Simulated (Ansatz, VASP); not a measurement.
## TiO2 in VASP and in Ansatz

```
Ti O
1.0
     4.87892    0.00000    0.00000
     0.00000    4.87892    0.00000
     0.00000    0.00000    3.11420
Ti O
2 4
Direct
  0.00000 0.00000 0.00000
  0.50000 0.50000 0.50000
  0.30510 0.30510 0.00000
  0.19490 0.80510 0.50000
  0.69490 0.69490 0.00000
  0.80510 0.19490 0.50000
```

Alike in both runs: task single point; functional PBE; k mesh 8 × 8 × 10; occupations gaussian, width 0.05 eV; no spin polarisation.

|  | VASP | Ansatz |
| --- | --- | --- |
| version | VASP 6.6.1 | Ansatz 0.2.0 |
| potentials or method | VASP PAW PBE potentials, release 64 (Ti_sv, O), cutoff 520 eV | scalar-relativistic, plane waves, PAW |
| valence electrons in the cell | 48 | 48 |

|  | VASP | Ansatz | Ansatz less VASP |
| --- | --- | --- | --- |
| gap on the k mesh at the Fermi level (eV) | 1.48 | 1.50 | +0.021 |
| least direct gap on the mesh (eV) | 1.48 | 1.50 | +0.021 |
| pressure (GPa) | -24.0 | -24.5 | -0.45 |
| traceless stress, the component that is largest in VASP (GPa) | -4.45 | -4.63 | -0.175 |
| rms of the force components (eV/Å) | 0.289 | 0.299 | +0.0101 |

Atom by atom the forces differ by 0.010 eV/Å (rms over components). With one functional, cell and mesh, what is left measures potentials, basis and numerics.
